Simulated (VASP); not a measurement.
## MoPd: single point with LDA

MoPd:

```xyz
2
Lattice="2.7939 0.0000 0.0000 -1.3969 2.4196 0.0000 0.0000 0.0000 4.5664" Properties=species:S:1:pos:R:3 pbc="T T T"
Mo    1.3969    0.8065    2.2832
Pd    0.0000    1.6131    0.0000
```

```yaml
Program: VASP 6.6.1
Task: single point
Functional: LDA
Potentials_or_basis: VASP PAW LDA potentials, release 64 (Mo_sv, Pd)
Cutoff: 520 eV
k_mesh: 9 × 9 × 5
Occupations: methfessel-paxton, width 0.1 eV
Spin: no spin polarisation
```

* Pressure: -14.8 GPa
* Band gap on the k mesh: zero (band 12 reaches 12.09 eV, above the bottom of band 13 at 10.24 eV)

Stress tensor (GPa, compression positive):
```
-15.08   0.00   0.00
  0.00 -15.08   0.00
  0.00   0.00 -14.16
```

Levels at points of the mesh, in eV from the Fermi level:
| k point | band 10 | band 11 | band 12 | band 13 | band 14 | band 15 |
| --- | --- | --- | --- | --- | --- | --- |
| (0.00, 0.00, 0.00) | -2.08 | -2.08 | -0.48 | -0.48 | 0.86 | 2.33 |

Run time: 12 s on 1 thread of Intel(R) Xeon(R) Platinum 8488C (Sapphire Rapids), on a shared host, peak memory 0.15 GiB.
